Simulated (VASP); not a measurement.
Runs of VASP 6.6.1 on AlN. The structure is that of space group Fm-3m (No. 225), or close to it. The cells are those of the table. 

| cell | gap on the mesh (eV) | pressure (GPa) |
| --- | --- | --- |
| a = 2.969 Å, angles 60.0°, 2 atoms | 4.82 | -27.1 |
| a = 2.912 Å, angles 60.0°, 2 atoms | 5.40 | (b) |
| a = 2.941 Å, angles 60.0°, 2 atoms | 5.11 | -21.9 |
| a = 2.884 Å, angles 60.0°, 2 atoms | (a) | -9.2 |

Alike in all rows: no spin polarisation; smearing gaussian 0.01 eV.

Problem. Fill in the values left out.

Solution. (a) 5.70; (b) -16.0.

Caveats: the cell stands under tension; the structure was generated, so it needn't be the stable form of AlN; the PAW data sets were made with another functional, which shifts forces and pressure a little.

A k mesh can miss the band edges.
